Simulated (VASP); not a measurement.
# Ga in VASP: a series of runs, part 2 of 3

VASP 6.6.1.

## Step 4: Single point, PBEsol (equal xx and yy strain of +2 %)

Contents of INCAR:

```
SYSTEM = Ga
PREC = Accurate ; ENCUT = 520
EDIFF = 1E-7 ; ISMEAR = -1
SIGMA = 0.05 ; LREAL = .FALSE.
LASPH = .TRUE. ; NELM = 100
ALGO = Normal ; ISIF = 2
LWAVE = .FALSE. ; LCHARG = .FALSE.
GGA = PS ; NBANDS = 34
```

Contents of KPOINTS:

```
regular mesh
0
G
  9 9 8
  0 0 0
```

Contents of POSCAR:

```
Ga
1.0
    2.3004570000     -3.8988480000      0.0000000000
    2.3004570000      3.8988480000      0.0000000000
    0.0000000000      0.0000000000      4.5167000000
Ga
4
Direct
    0.1525000000      0.8475000000      0.0785000000
    0.6525000000      0.3475000000      0.4215000000
    0.8475000000      0.1525000000      0.9215000000
    0.3475000000      0.6525000000      0.5785000000
```

Potentials or basis: VASP PAW PBE potentials, release 64 (Ga_d).

Started as:

```bash
> cat potpaw_PBE.64/Ga_d/POTCAR > POTCAR
> mpirun -np 1 vasp_std > vasp.out
```

OUTCAR:

```text
SYSTEM = Ga
   PREC = Accurate
   ENCUT = 520
   EDIFF = 1E-7
   ISMEAR = -1
   LREAL = .FALSE.
   LASPH = .TRUE.
   NELM = 100
   ISIF = 2
   GGA = PS

 ion  position               nearest neighbor table
   1  0.153  0.847  0.078-   3 2.48   4 2.72   4 2.72   2 2.77   2 2.77   3 2.85   3 2.85
   2  0.653  0.347  0.422-   4 2.48   3 2.72   3 2.72   1 2.77   1 2.77   4 2.85   4 2.85
   3  0.847  0.153  0.922-   1 2.48   2 2.72   2 2.72   4 2.77   4 2.77   1 2.85   1 2.85
   4  0.347  0.653  0.578-   2 2.48   1 2.72   1 2.72   3 2.77   3 2.77   2 2.85   2 2.85

  LATTYP: Found a base centered orthorhombic cell.
 ALAT       =     4.6009140000
 B/A-ratio  =     1.6948145521
 C/A-ratio  =     0.9816962456

  Lattice vectors:

 A1 = (   2.3004570000,  -3.8988480000,   0.0000000000)
 A2 = (   2.3004570000,   3.8988480000,   0.0000000000)
 A3 = (   0.0000000000,   0.0000000000,   4.5167000000)

Analysis of symmetry for initial positions (statically):
=====================================================================
 Subroutine PRICEL returns:
 Original cell was already a primitive cell.

 Routine SETGRP: Setting up the symmetry group for a
 base centered orthorhombic supercell.

[... 167 lines left out ...]
  ---------------------------------------------------
  free energy    TOTEN  =       -13.33378961 eV

  energy without entropy =      -13.32526879  energy(sigma->0) =      -13.32952920

 E-fermi :   4.5520     XC(G=0): -10.6446

 val. band max:        4.5476178791   @ k =  -0.2222   0.1111   0.2500
 cond. band min:       4.5681776376   @ k =  -0.4444   0.3333   0.3750
 fundamental gap:      0.0205597585
 Fermi energy:         4.5519692641

 k-point     1 :       0.0000    0.0000    0.0000
  band No.  band energies     occupation
      1     -10.4543      2.00000
      2     -10.4439      2.00000
      3     -10.4407      2.00000
      4     -10.4163      2.00000
      5     -10.3675      2.00000
      6     -10.3426      2.00000
[... 877 lines left out ...]
     33      11.0725      0.00000
     34      12.1292      0.00000

 [... further k-points ...]
[... 5 lines left out ...]
  --------------------------------------------------------------------------------------
  -------------------------------------------------------------------------------------
  Total       -1.6596605     -1.4393281     -1.6193003      0.0000000      0.0000000      0.0000000
  in kB      -32.8192139    -28.4622176    -32.0211050      0.0000000      0.0000000      0.0000000
  external PRESSURE =     -31.1008455 kB  Pullay stress =       0.0000000 kB

 VOLUME and BASIS-vectors are now :
 -----------------------------------------------------------------------------
  energy-cutoff  :      520.00
  volume of cell :       81.02
      direct lattice vectors                 reciprocal lattice vectors
     2.300457000 -3.898848000  0.000000000     0.217348118 -0.128243009  0.000000000
     2.300457000  3.898848000  0.000000000     0.217348118  0.128243009  0.000000000
     0.000000000  0.000000000  4.516700000     0.000000000  0.000000000  0.221400580

 POSITION                                       TOTAL-FORCE (eV/Angst)
 -----------------------------------------------------------------------------------
      2.30046      2.70970      0.35456         0.000000     -0.355023      0.087691
      2.30046     -1.18915      1.90379         0.000000     -0.355023     -0.087691
      2.30046     -2.70970      4.16214         0.000000      0.355023     -0.087691
      2.30046      1.18915      2.61291         0.000000      0.355023      0.087691
 -----------------------------------------------------------------------------------
    total drift:                                0.000000      0.000000     -0.000000

  FREE ENERGIE OF THE ION-ELECTRON SYSTEM (eV)
  ---------------------------------------------------
  free  energy   TOTEN  =       -13.3337896075 eV

  energy  without entropy=      -13.3252687863  energy(sigma->0) =      -13.32952920
```

OSZICAR:

```text
N       E                     dE             d eps       ncg     rms          rms(c)
DAV:   1     0.354516676276E+03    0.35452E+03   -0.25468E+04  8748   0.285E+03
DAV:   2     0.307452744714E+02   -0.32377E+03   -0.31585E+03  8732   0.532E+02
DAV:   3    -0.121066047461E+02   -0.42852E+02   -0.42349E+02  9684   0.151E+02
DAV:   4    -0.134872687952E+02   -0.13807E+01   -0.13730E+01  9890   0.301E+01
DAV:   5    -0.135156570811E+02   -0.28388E-01   -0.28379E-01 10648   0.449E+00    0.258E+00
DAV:   6    -0.133679752434E+02    0.14768E+00   -0.30713E-01 10804   0.741E+00    0.135E+00
DAV:   7    -0.133365794710E+02    0.31396E-01   -0.74099E-02 12132   0.281E+00    0.344E-01
DAV:   8    -0.133336900780E+02    0.28894E-02   -0.15913E-02  9144   0.134E+00    0.449E-02
DAV:   9    -0.133337899457E+02   -0.99868E-04   -0.10760E-03  9588   0.349E-01    0.256E-02
DAV:  10    -0.133337897822E+02    0.16356E-06   -0.22614E-04 10092   0.174E-01    0.484E-03
DAV:  11    -0.133337903842E+02   -0.60199E-06   -0.40024E-05 10340   0.757E-02    0.533E-03
DAV:  12    -0.133337895155E+02    0.86869E-06   -0.91629E-06  9906   0.351E-02    0.472E-04
DAV:  13    -0.133337896442E+02   -0.12875E-06   -0.10355E-06 11110   0.694E-03    0.323E-04
DAV:  14    -0.133337896075E+02    0.36765E-07   -0.19253E-08  4934   0.112E-03
   1 F= -.13333790E+02 E0= -.13329529E+02  d E =-.852082E-02
```

Run time: 3.1 min. Hardware: 1 thread of Intel Xeon Platinum 8488C (Sapphire Rapids), shared host; peak memory 0.37 GiB.

What came out:

* Free energy: -13.3338 eV
* Pressure: -3.1 GPa
* Largest force: 0.366 eV/Å
* Band gap on the k mesh: zero (bands 26 and 27 overlap by 1.31 eV)

Forces on the atoms (eV/Å):
```
Ga   0.000 -0.355  0.088
Ga   0.000 -0.355 -0.088
Ga   0.000  0.355 -0.088
Ga   0.000  0.355  0.088
```

Stress tensor (GPa, compression positive):
```
-3.28  0.00  0.00
 0.00 -2.85  0.00
 0.00  0.00 -3.20
```

Caveat: the cell differs from its parent crystal (equal xx and yy strain of +2 %); the cell stands under tension; the PAW data sets were made with another functional, which shifts forces and pressure a little.

## Step 5: Single point, PBEsol (equal xy, yz and zx shear strains of -2 %)

Contents of INCAR:

```
PREC = Accurate ; ENCUT = 520
EDIFF = 1E-6 ; ISMEAR = -1
SIGMA = 0.05 ; LREAL = False
LASPH = True ; NELM = 100
ALGO = Normal ; ISIF = 2
LWAVE = False ; LCHARG = True
GGA = PS ; LELF = True
LVHAR = True ; NBANDS = 34
```

Contents of KPOINTS:

```
regular mesh
0
Gamma
  9 9 8
```

Contents of POSCAR:

```
Ga
1.0
    2.2935740000     -3.8449535000      0.0156705000
    2.2171260000      3.7998465000     -0.0607775000
   -0.0451670000     -0.0451670000      4.5167000000
Ga
4
Direct
    0.1525000000      0.8475000000      0.0785000000
    0.6525000000      0.3475000000      0.4215000000
    0.8475000000      0.1525000000      0.9215000000
    0.3475000000      0.6525000000      0.5785000000
```

Potentials or basis: VASP PAW PBE potentials, release 64 (Ga_d).

Started as:

```bash
> cat potpaw_PBE.64/Ga_d/POTCAR > POTCAR
> mpirun -np 1 vasp_std > vasp.out
```

OUTCAR:

```text
PREC = Accurate
   ENCUT = 520
   EDIFF = 1E-6
   ISMEAR = -1
   LREAL = False
   LASPH = True
   NELM = 100
   ISIF = 2
   GGA = PS

 ion  position               nearest neighbor table
   1  0.153  0.847  0.078-   3 2.45   4 2.68   2 2.71   4 2.73   3 2.75   2 2.76   3 2.82
   2  0.653  0.347  0.422-   4 2.42   3 2.68   1 2.71   3 2.73   1 2.76   4 2.79   4 2.82
   3  0.847  0.153  0.922-   1 2.45   2 2.68   4 2.71   2 2.73   1 2.75   4 2.76   1 2.82
   4  0.347  0.653  0.578-   2 2.42   1 2.68   3 2.71   1 2.73   3 2.76   2 2.79   2 2.82

  LATTYP: Found a triclinic cell.
 ALAT       =     4.3997926119
 B/A-ratio  =     1.7377101869
 C/A-ratio  =     1.4653350853
 COS(alpha) =     0.0000185179
 COS(beta)  =     0.3658723980
 COS(gamma) =     0.8586552996

  Lattice vectors:

 A1 = (  -2.2171260000,  -3.7998465000,   0.0607775000)
 A2 = (   0.0764480000,  -7.6448000000,   0.0764480000)
 A3 = (  -4.5558670000,  -0.0000600000,   4.5618070000)

Analysis of symmetry for initial positions (statically):
[... 167 lines left out ...]
 number of electron      52.0000006 magnetization

 Free energy of the ion-electron system (eV)
  ---------------------------------------------------
  ext. energy  EPLUGINS =         0.00000000
  ---------------------------------------------------
  free energy    TOTEN  =       -13.36076791 eV

  energy without entropy =      -13.35317289  energy(sigma->0) =      -13.35697040

 E-fermi :   4.9354     XC(G=0): -10.8397

 val. band max:        4.9304426903   @ k =   0.0000   0.1111   0.3750
 cond. band min:       4.9452291923   @ k =  -0.2222   0.2222   0.5000
 fundamental gap:      0.0147865020
 Fermi energy:         4.9353962070

 k-point     1 :       0.0000    0.0000    0.0000
  band No.  band energies     occupation
      1     -10.1693      2.00000
      2     -10.1650      2.00000
      3     -10.1599      2.00000
      4     -10.1327      2.00000
      5     -10.0803      2.00000
      6     -10.0486      2.00000
[... 877 lines left out ...]
     33      10.7271      0.00000
     34      12.0437      0.00000

 [... further k-points ...]
[... 5 lines left out ...]
  --------------------------------------------------------------------------------------
  -------------------------------------------------------------------------------------
  Total       -0.9118408      0.1475687     -0.9646215      0.2965884      0.5113620      0.3072588
  in kB      -18.7654702      3.0369289    -19.8516845      6.1037209     10.5237101      6.3233147
  external PRESSURE =     -11.8600753 kB  Pullay stress =       0.0000000 kB

 VOLUME and BASIS-vectors are now :
 -----------------------------------------------------------------------------
  energy-cutoff  :      520.00
  volume of cell :       77.85
      direct lattice vectors                 reciprocal lattice vectors
     2.293574000 -3.844953500  0.015670500     0.220418318 -0.128594504  0.000918238
     2.217126000  3.799846500 -0.060777500     0.223061435  0.133074097  0.003561355
    -0.045167000 -0.045167000  4.516700000     0.002236821  0.002236821  0.221445316

 POSITION                                       TOTAL-FORCE (eV/Angst)
 -----------------------------------------------------------------------------------
      2.22524      2.63047      0.30544        -0.023290     -0.356248      0.138467
      2.24797     -1.20742      1.89289         0.012379     -0.471904     -0.090388
      2.24029     -2.72074      4.16615         0.023290      0.356248     -0.138467
      2.21756      1.11715      2.57870        -0.012379      0.471904      0.090388
 -----------------------------------------------------------------------------------
    total drift:                                0.000000      0.000000     -0.000000

  FREE ENERGIE OF THE ION-ELECTRON SYSTEM (eV)
  ---------------------------------------------------
  free  energy   TOTEN  =       -13.3607679067 eV

  energy  without entropy=      -13.3531728927  energy(sigma->0) =      -13.35697040
```

Wall time 6 min (1 thread of AMD EPYC 9R45 (Zen 5), shared host); peak memory 0.63 GiB.

Results:

```
Free energy            : -13.3608 eV
Pressure               : -1.2 GPa
Largest force          : 0.481 eV/Å
Band gap on the k mesh : zero (bands 26 and 27 overlap by 1.30 eV)
```

Forces in eV/Å, atoms in the order of the input:
```
Ga  -0.023 -0.356  0.138
Ga   0.012 -0.472 -0.090
Ga   0.023  0.356 -0.138
Ga  -0.012  0.472  0.090
```

Stress tensor (GPa, compression positive):
```
-1.88  0.61  0.63
 0.61  0.30  1.05
 0.63  1.05 -1.99
```

Caveat: the cell differs from its parent crystal (equal xy, yz and zx shear strains of -2 %); the PAW data sets were made with another functional, which shifts forces and pressure a little.

(Part 2 of 3 ends here.)
